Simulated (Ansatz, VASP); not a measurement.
Te2Mo: VASP beside Ansatz

File POSCAR:

```
Te2Mo
1.0
    3.5636797614      0.0000000000      0.0000000000
   -1.7818398807      3.0862372043      0.0000000000
    0.0000000000      0.0000000000     14.7197071926
Te Mo
4 2
Direct
    0.3333333333      0.6666666667      0.6284395073
    0.6666666667      0.3333333333      0.1284395073
    0.3333333333      0.6666666667      0.8715604927
    0.6666666667      0.3333333333      0.3715604927
    0.3333333333      0.6666666667      0.2500000000
    0.6666666667      0.3333333333      0.7500000000
```

INCAR.step1

```
SYSTEM = Te2Mo
PREC = Accurate ; ENCUT = 520
ISMEAR = 0 ; SIGMA = 0.05
LREAL = .FALSE. ; LASPH = .TRUE.
NELM = 150 ; ISPIN = 2
MAGMOM = 0 0 0 0 2 2 ; LMAXMIX = 4
NBANDS = 39 ; GGA = PE
ALGO = Normal ; EDIFF = 1E-4
LWAVE = .TRUE. ; LCHARG = .FALSE.
```

Contents of INCAR.step2:

```
SYSTEM = Te2Mo
PREC = Accurate ; ENCUT = 520
EDIFF = 1E-6 ; ISMEAR = 0
SIGMA = 0.05 ; LREAL = .FALSE.
LASPH = .TRUE. ; NELM = 150
ALGO = Normal ; ISIF = 2
LWAVE = .FALSE. ; LCHARG = .FALSE.
ISPIN = 2 ; MAGMOM = 0 0 0 0 2 2
LORBIT = 11 ; LMAXMIX = 4
METAGGA = R2SCAN ; LMIXTAU = .TRUE.
IVDW = 12 ; VDW_S6 = 1.0
VDW_S8 = 0.78981345 ; VDW_A1 = 0.49484001
VDW_A2 = 5.73083694 ; NBANDS = 39
ISTART = 1
```

File KPOINTS:

```
regular mesh
0
G
  8 8 2
  0 0 0
```

Input for Ansatz:

```yaml
crystal:
  lattice:
    - [3.563679761386, 0.0, 0.0]
    - [-1.781839880693, 3.086237204312, 0.0]
    - [0.0, 0.0, 14.7197071926]
  atoms:
    - { symbol: Te, position: [0.3333333333333, 0.6666666666667, 0.6284395073] }
    - { symbol: Te, position: [0.6666666666667, 0.3333333333333, 0.1284395073] }
    - { symbol: Te, position: [0.3333333333333, 0.6666666666667, 0.8715604927] }
    - { symbol: Te, position: [0.6666666666667, 0.3333333333333, 0.3715604927] }
    - { symbol: Mo, position: [0.3333333333333, 0.6666666666667, 0.25], spin: 2.0 }
    - { symbol: Mo, position: [0.6666666666667, 0.3333333333333, 0.75], spin: 2.0 }
basis:
  ecutwfc: 500
  ecutrho_ratio: 4
kpoints:
  mp_grid: { grid: [8, 8, 2] }
hamiltonian:
  xc: r2scan
  dispersion: d3bj
scf:
  occupations: { method: gaussian, width: 0.05 }
output:
  forces: true
  stress: true
  write_density: true
  write_potential: true
  elf: true
  volumetric_format: npy
magnetization:
  spin_polarized: true
```

Alike in both runs: task single point; functional r2SCAN; dispersion D3(BJ); k mesh 8 × 8 × 2; occupations gaussian, width 0.05 eV; collinear spin.

|  | VASP | Ansatz |
| --- | --- | --- |
| version | VASP 6.6.1 | Ansatz 0.2.0 |
| potentials or method | VASP PAW PBE potentials, release 64 (Te, Mo_sv), cutoff 520 eV | scalar-relativistic, plane waves, PAW |
| valence electrons in the cell | 52 | 92 |

|  | VASP | Ansatz | Ansatz less VASP |
| --- | --- | --- | --- |
| gap on the k mesh at the Fermi level (eV) | 1.12 | 1.12 | +0.004 |
| pressure (GPa) | -1.3 | -1.4 | -0.11 |
| traceless stress, the component that is largest in VASP (GPa) | 0.10 | 0.04 | -0.057 |
| rms of the force components (eV/Å) | 0.016 | 0.003 | -0.0121 |
| net moment per atom (μB) | 0.00 | 0.00 | 0.000 |

VASP's potentials were made for PBE, not for r2SCAN. Atom by atom the forces differ by 0.012 eV/Å (rms over components). VASP's potentials hold 52 valence electrons a cell and Ansatz's 92, so a difference there can come from the potentials and not from the codes. Ansatz's warnings: dispersion damping borrowed, seeded moment not kept, stability check not made.

Neither program's run includes spin-orbit coupling.
